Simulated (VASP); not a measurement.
MgS, 2 atoms in the cell. The structure is cubic, space group F-43m (No. 216). Conventional cell: a = 5.662 Å, b = 5.662 Å, c = 5.662 Å, α = 90.00°, β = 90.00°, γ = 90.00°. Mg (site symmetry -43m) has 4 S at 2.45 Å within 3.2 Å. Within 3.2 Å of S (site symmetry -43m) lie 4 Mg at 2.45 Å. 

```yaml
Program: VASP 6.6.1
Task: single point
Functional: LDA
Potentials_or_basis: VASP PAW LDA potentials, release 64 (Mg, S)
Cutoff: 520 eV
k_mesh: 8 × 8 × 8
Occupations: gaussian, width 0.01 eV
Spin: no spin polarisation
Dipole_correction: no
Further_INCAR_settings: ALGO = Normal; EDIFF = 1e-06; NBANDS = 11
```

Potentials or basis: VASP PAW LDA potentials, release 64 (Mg, S).

Command:

```sh
$ cat potpaw_LDA.64/Mg/POTCAR potpaw_LDA.64/S/POTCAR > POTCAR
$ mpirun -np 1 vasp_std > vasp.out
```

Hardware: 1 thread of AMD EPYC 9R45 96-Core Processor (Zen 5) (shared host).

Q: How long does it take, and how much memory?

A: Run time: 6.2 s on 1 thread of AMD EPYC 9R45 96-Core Processor (Zen 5), on a shared host, peak memory 0.12 GiB. Counts: scf iterations 12, k points 29.
